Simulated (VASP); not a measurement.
# TaN (P-6m2) in VASP: a series of runs

The runs below take TaN through single point, relaxation of cell and atoms, with LDA.

All numbers are computed with VASP 6.6.1; they aren't measurements. Logs are shortened: lines on timing, memory, paths and dates and some standing lists are left out, and cuts for length are marked.

### Step 1. The cell of the first run

The structure is hexagonal, space group P-6m2 (No. 187). The conventional cell has a = 2.908 Å, b = 2.908 Å, c = 2.850 Å, α = 90.00°, β = 90.00°, γ = 120.00°. Within 2.9 Å of Ta (site symmetry -6m2) lie 6 N at 2.20 Å and 2 Ta at 2.85 Å. N (site symmetry -6m2) has 6 Ta at 2.20 Å and 2 N at 2.85 Å within 2.9 Å.

### Step 2. Single point, LDA

Input file INCAR:

```
SYSTEM = TaN
ALGO = Normal ; EDIFF = 1E-6
ENCUT = 520 ; ISIF = 2
ISMEAR = -1 ; LASPH = .TRUE.
LCHARG = .FALSE. ; LREAL = .FALSE.
LWAVE = .FALSE. ; NBANDS = 15
NELM = 100 ; PREC = Accurate
SIGMA = 0.05
```

Input file KPOINTS:

```
k-points
0
G
  7 7 7
  0 0 0
```

Input file POSCAR:

```
TaN
1.0
    2.9078572589     -0.0000000029      0.0000000000
   -1.4539286270      2.5182782582      0.0000000000
    0.0000000000      0.0000000000      2.8496609054
Ta N
1 1
Direct
    0.3333333333      0.6666666667      0.5000000000
    0.0000000000      0.0000000000      0.0000000000
```

Potentials or basis: VASP PAW LDA potentials, release 64 (Ta_pv, N).

Run with:

```
$ cat potpaw_LDA.64/Ta_pv/POTCAR potpaw_LDA.64/N/POTCAR > POTCAR
$ mpirun -np 1 vasp_std > vasp.out
```

OUTCAR:

```text
SYSTEM = TaN
   EDIFF = 1E-6
   ENCUT = 520
   ISIF = 2
   ISMEAR = -1
   LASPH = .TRUE.
   LREAL = .FALSE.
   NELM = 100
   PREC = Accurate

 ion  position               nearest neighbor table
   1  0.333  0.667  0.500-   2 2.20   2 2.20   2 2.20   2 2.20   2 2.20   2 2.20
   2  0.000  0.000  0.000-   1 2.20   1 2.20   1 2.20   1 2.20   1 2.20   1 2.20

  LATTYP: Found a hexagonal cell.
 ALAT       =     2.9078572589
 C/A-ratio  =     0.9799865164

  Lattice vectors:

 A1 = (   2.9078572589,  -0.0000000029,   0.0000000000)
 A2 = (  -1.4539286270,   2.5182782582,   0.0000000000)
 A3 = (   0.0000000000,   0.0000000000,   2.8496609054)

Analysis of symmetry for initial positions (statically):
=====================================================================
 Subroutine PRICEL returns:
 Original cell was already a primitive cell.

 Routine SETGRP: Setting up the symmetry group for a
 hexagonal supercell.

 Subroutine GETGRP returns: Found 12 space group operations
 (whereof 12 operations were pure point group operations)
 out of a pool of 24 trial point group operations.

The static configuration has the point symmetry D_3h.

Analysis of symmetry for dynamics (positions and initial velocities):
=====================================================================
 Subroutine PRICEL returns:
 Original cell was already a primitive cell.

 Routine SETGRP: Setting up the symmetry group for a
 hexagonal supercell.

 Subroutine GETGRP returns: Found 12 space group operations
 (whereof 12 operations were pure point group operations)
 out of a pool of 24 trial point group operations.

The dynamic configuration has the point symmetry D_3h.

 Subroutine INISYM returns: Found 12 space group operations
 (whereof 12 operations are pure point group operations),
 and found     1 'primitive' translations

----------------------------------------------------------------------------------------

                                     Primitive cell

  volume of cell :      20.8675

  direct lattice vectors                    reciprocal lattice vectors
     2.907857259 -0.000000003  0.000000000     0.343895835  0.198548353  0.000000000
    -1.453928627  2.518278258  0.000000000     0.000000000  0.397096706  0.000000000
     0.000000000  0.000000000  2.849660905     0.000000000  0.000000000  0.350918946

  length of vectors
     2.907857259  2.907857259  2.849660905     0.397096706  0.397096706  0.350918946

  position of ions in fractional coordinates (direct lattice)
     0.333333333  0.666666667  0.500000000
     0.000000000  0.000000000  0.000000000

  ion indices of the primitive-cell ions
   primitive index   ion index
                 1           1
                 2           2

----------------------------------------------------------------------------------------

 KPOINTS: k-points

Automatic generation of k-mesh.
 Grid dimensions read from file:
 generate k-points for:    7    7    7

 Generating k-lattice:

  Cartesian coordinates                     Fractional coordinates (reciprocal lattice)
     0.049127976  0.028364050  0.000000000     0.142857143  0.000000000  0.000000000
     0.000000000  0.056728101  0.000000000     0.000000000  0.142857143  0.000000000
     0.000000000  0.000000000  0.050131278     0.000000000  0.000000000  0.142857143

  Length of vectors
     0.056728101  0.056728101  0.050131278

  Shift w.r.t. Gamma in fractional coordinates (k-lattice)
     0.000000000  0.000000000  0.000000000

 Subroutine IBZKPT returns following result:
 ===========================================

 Found     32 irreducible k-points:

 Following reciprocal coordinates:
            Coordinates               Weight
  0.000000  0.000000  0.000000      1.000000
  0.142857  0.000000  0.000000      6.000000
  0.285714  0.000000  0.000000      6.000000
  0.428571  0.000000  0.000000      6.000000
  0.142857  0.142857  0.000000      6.000000
  0.285714  0.142857  0.000000     12.000000
[... 16 lines left out ...]
  0.428571  0.142857  0.285714     12.000000
  0.285714  0.285714  0.285714     12.000000
 [... further k-points ...]
   k-points           NKPTS =     32   k-points in BZ     NKDIM =     32   number of bands    NBANDS=     15
   number of dos      NEDOS =    301   number of ions     NIONS =      2
   total plane-waves  NPLWV =  13824
   dimension x,y,z NGX =    24 NGY =   24 NGZ =   24
   dimension x,y,z NGXF=    48 NGYF=   48 NGZF=   48
   ions per type =               1   1
   NGX,Y,Z   is equivalent  to a cutoff of  13.72, 13.72, 14.00 a.u.
   NGXF,Y,Z  is equivalent  to a cutoff of  27.44, 27.44, 28.00 a.u.
 SYSTEM =  TaN
   PREC   = accura    normal or accurate (medium, high low for compatibility)
   ISTART =      0    job   : 0-new  1-cont  2-samecut
   ICHARG =      2    charge: 1-file 2-atom 10-const
   ISPIN  =      1    spin polarized calculation?
   LNONCOLLINEAR =      F non collinear calculations
   LSORBIT =      F    spin-orbit coupling
   LASPH  =      T    aspherical Exc in radial PAW
   ENCUT  =  520.0 eV  38.22 Ry    6.18 a.u.   5.41  5.41  5.30*2*pi/ulx,y,z
   NELM   =    100;   NELMIN=  2; NELMDL= -5     # of ELM steps
   EDIFF  = 0.1E-05   stopping-criterion for ELM
   LREAL  =      F    real-space projection
   EDIFFG = 0.1E-04   stopping-criterion for IOM
   NSW    =      0    number of steps for IOM
   IBRION =     -1    ionic relax: 0-MD 1-quasi-New 2-CG
   NFREE  =      0    steps in history (QN), initial steepest desc. (CG)
   ISIF   =      2    stress and relaxation
   ISYM   =      2    0-nonsym 1-usesym 2-fastsym
   POTIM  = 0.5000    time-step for ionic-motion
   TEBEG  =    0.0;   TEEND  =   0.0 temperature during run
   PSTRESS=    0.0 pullay stress
   NELECT =      16.0000    total number of electrons
   NUPDOWN=      -1.0000    fix difference up-down
   EMIN   =  10.00;   EMAX   =-10.00  energy-range for DOS
   EFERMI =   0.00;   METHOD = LEGACY
   ISMEAR =    -1;   SIGMA  =   0.05  broadening in eV -4-tet -1-fermi 0-gaus
   EFERMI_NEDOS =   21; number of points for ismear=-14 and -15
   IALGO  =     38    algorithm
   IMIX   =      4    mixing-type and parameters
     AMIX     =   0.40;   BMIX     =  1.00
     AMIX_MAG =   1.60;   BMIX_MAG =  1.00
  volume/ion in A,a.u.               =      10.43        70.41
  Fermi-wavevector in a.u.,A,eV,Ry     =   1.498390  2.831546 30.547423  2.245172
  Thomas-Fermi vector in A             =   2.610155
   LORBIT       =      0    0 simple, 1 ext, 2 COOP (PROOUT), +10 PAW based schemes
   GGA     = CA    functional components
   LHFCALC =     F    Hartree Fock is set to
   AEXX    =    0.0000 exact exchange contribution
   IVDW    =     0    specifies the selected vdW correction
   LEPSILON=     F    determine dielectric tensor
   LRPA    =     F    only Hartree local field effects (RPA)
 non-spin polarized calculation
  energy-cutoff  :      520.00
  volume of cell :       20.87
 maximum number of plane-waves:       581
 NGX is ok and might be reduce to    24
   NGX = 11   NGY = 11   NGZ = 11

 number of electron      16.0000000 magnetization

 Free energy of the ion-electron system (eV)
  ---------------------------------------------------
  ext. energy  EPLUGINS =         0.00000000
  ---------------------------------------------------
  free energy    TOTEN  =       -24.71396103 eV

  energy without entropy =      -24.71371932  energy(sigma->0) =      -24.71384017

 E-fermi :   8.5611     XC(G=0): -13.7565

 val. band max:        8.3734659015   @ k =   0.0000   0.0000   0.4286
 cond. band min:       8.7139804030   @ k =   0.0000   0.0000   0.2857
 fundamental gap:      0.3405145015
 Fermi energy:         8.5610594124

 k-point     1 :       0.0000    0.0000    0.0000
  band No.  band energies     occupation
      1     -26.0845      2.00000
      2     -25.7981      2.00000
      3     -25.7981      2.00000
      4      -9.3300      2.00000
      5       3.7572      2.00000
      6       3.7572      2.00000
      7       4.1072      2.00000
      8       5.5515      2.00000
      9      11.0579      0.00000
     10      12.1971      0.00000
     11      12.1971      0.00000
     12      12.5774      0.00000
     13      12.5774      0.00000
     14      20.9615      0.00000
     15      21.8916      0.00000

 k-point     2 :       0.1429    0.0000    0.0000
  band No.  band energies     occupation
      1     -26.0536      2.00000
      2     -26.0372      2.00000
      3     -25.8490      2.00000
      4      -8.8909      2.00000
      5       2.7021      2.00000
      6       4.0835      2.00000
      7       4.6544      2.00000
      8       4.9616      2.00000
      9      11.3774      0.00000
     10      12.2806      0.00000
     11      12.3616      0.00000
     12      12.4505      0.00000
     13      13.0893      0.00000
     14      20.9650      0.00000
     15      21.7931      0.00000

 k-point     3 :       0.2857    0.0000    0.0000
  band No.  band energies     occupation
      1     -26.5418      2.00000
      2     -25.9837      2.00000
      3     -25.9616      2.00000
      4      -7.8755      2.00000
      5       1.1251      2.00000
      6       3.9050      2.00000
      7       4.7563      2.00000
      8       5.3230      2.00000
      9      10.7917      0.00000
     10      11.9124      0.00000
     11      12.8112      0.00000
     12      13.7167      0.00000
     13      14.6359      0.00000
     14      20.9728      0.00000
     15      22.0947      0.00000
[... 343 lines left out ...]
 k-point    23 :       0.4286    0.1429    0.2857
  band No.  band energies     occupation
      1     -26.7850      2.00000
      2     -26.4857      2.00000
      3     -26.1306      2.00000
      4      -6.9809      2.00000
      5       0.5245      2.00000
      6       2.4562      2.00000
      7       3.3494      2.00000
      8       7.5122      2.00000
      9      11.9092      0.00000
     10      13.1080      0.00000
     11      13.8105      0.00000
     12      15.0407      0.00000
     13      19.2863      0.00000
     14      20.3641      0.00000
     15      20.9957      0.00000

 k-point    24 :       0.2857    0.2857    0.2857
  band No.  band energies     occupation
      1     -26.6441      2.00000
      2     -26.4739      2.00000
      3     -26.3414      2.00000
      4      -6.9255      2.00000
      5       0.9251      2.00000
      6       2.0597      2.00000
      7       3.1768      2.00000
      8       7.7574      2.00000
      9      11.7408      0.00000
     10      13.1907      0.00000
     11      13.9123      0.00000
     12      14.9436      0.00000
     13      18.9193      0.00000
     14      20.9908      0.00000
     15      21.1014      0.00000

 [... further k-points ...]
[... 5 lines left out ...]
  --------------------------------------------------------------------------------------
  -------------------------------------------------------------------------------------
  Total        0.2530082      0.2530082      0.2814573     -0.0000000     -0.0000000      0.0000000
  in kB       19.4256350     19.4256350     21.6099206     -0.0000000     -0.0000000      0.0000000
  external PRESSURE =      20.1537302 kB  Pullay stress =       0.0000000 kB

 VOLUME and BASIS-vectors are now :
 -----------------------------------------------------------------------------
  energy-cutoff  :      520.00
  volume of cell :       20.87
      direct lattice vectors                 reciprocal lattice vectors
     2.907857259 -0.000000003  0.000000000     0.343895835  0.198548353  0.000000000
    -1.453928627  2.518278258  0.000000000     0.000000000  0.397096706  0.000000000
     0.000000000  0.000000000  2.849660905     0.000000000  0.000000000  0.350918946

 POSITION                                       TOTAL-FORCE (eV/Angst)
 -----------------------------------------------------------------------------------
      0.00000      1.67885      1.42483        -0.000000      0.000000      0.000000
      0.00000      0.00000      0.00000         0.000000     -0.000000      0.000000
 -----------------------------------------------------------------------------------
    total drift:                                0.000000     -0.000000     -0.000000

  FREE ENERGIE OF THE ION-ELECTRON SYSTEM (eV)
  ---------------------------------------------------
  free  energy   TOTEN  =       -24.7139610256 eV

  energy  without entropy=      -24.7137193167  energy(sigma->0) =      -24.71384017
```

Run time: 13 s. Hardware: 1 thread of Intel Xeon 8259CL, shared host; peak memory 0.13 GiB.

Results:

```yaml
Free_energy: -24.7140 eV
Pressure: 2.0 GPa
Band_gap_on_the_k_mesh: zero (band 8 reaches 8.71 eV, above the bottom of band 9 at 8.37 eV)
```

Stress tensor (GPa, compression positive):
```
1.94 0.00 0.00
0.00 1.94 0.00
0.00 0.00 2.16
```

Caveat: spin-orbit coupling is left out, which moves the levels of the heavy elements.

### Step 3. Relaxation of cell and atoms, LDA

This run uses another cell than the first one, of 10.78 Å³/atom, 1.033 times its volume.

Input file INCAR:

```
SYSTEM = TaN
ALGO = Normal
EDIFF = 1E-6
EDIFFG = -0.01
ENCUT = 600
IBRION = 2
ISIF = 3
ISMEAR = -1
LASPH = .TRUE.
LCHARG = .FALSE.
LREAL = .FALSE.
LWAVE = .FALSE.
NELM = 100
NSW = 60
PREC = Accurate
SIGMA = 0.05
```

KPOINTS is that of step 2.

Input file POSCAR:

```
TaN
1.0
    2.9380011100      0.0000000000      0.0000000000
   -1.4690005500      2.5443836000      0.0000000000
    0.0000000000      0.0000000000      2.8830022100
Ta N
1 1
Direct
    0.3333333333      0.6666666667      0.5000000000
    0.0000000000      0.0000000000      0.0000000000
```

Potentials or basis: VASP PAW LDA potentials, release 64 (Ta_pv, N).

Run with:

```
$ cat potpaw_LDA.64/Ta_pv/POTCAR potpaw_LDA.64/N/POTCAR > POTCAR
$ mpirun -np 1 vasp_std > vasp.out
```

It took 43 s on 1 thread of Intel Xeon 8259CL, shared host; peak memory 0.15 GiB.

Results (log left out):

| Property | Result |
| --- | --- |
| Free energy | -24.7160 eV |
| Relaxed volume | 10.49 Å³/atom |
| Relaxed cell | a = 2.913 Å, b = 2.913 Å, c = 2.854 Å, α = 90.00°, β = 90.00°, γ = 120.00° |
| Space group after relaxing (to 0.05 Å) | P-6m2 (No. 187) |
| Energy gained by relaxing | 9.1 meV/atom |
| Ionic steps | 7 |
| Pressure after relaxing | 0.0 GPa |
| Band gap on the k mesh | zero (band 8 reaches 8.66 eV, above the bottom of band 9 at 8.32 eV) |

The path:
```
step  energy change (eV)  largest force (eV/Å)  pressure (GPa)  volume (Å³)
   1              0.0000                0.0000           -9.81        21.55
   2              0.1130                0.0000           31.26        19.56
   3             -0.0183                0.0000           -0.32        20.99
   4             -0.0183                0.0000           -0.04        20.97
   5             -0.0183                0.0000            0.17        20.96
   6             -0.0182                0.0000           -0.37        20.99
   7             -0.0183                0.0000           -0.05        20.98
```

Final structure:
```
CELL_PARAMETERS angstrom
2.91301 0.00000 0.00000
-1.45651 2.52274 0.00000
0.00000 0.00000 2.85430
ATOMIC_POSITIONS crystal
Ta 0.33333 0.66667 0.50000
N 0.00000 0.00000 0.00000
```

Levels at points of the mesh, in eV from the Fermi level:
```
           k point  band 5  band 6  band 7  band 8  band 9  band 10  band 11  band 12
(0.00, 0.00, 0.00)   -4.78   -4.78   -4.43   -3.00    2.46     3.61     3.61     3.99
```

Caveat: spin-orbit coupling is left out, which moves the levels of the heavy elements.

(Continued in part 2 of 2.)
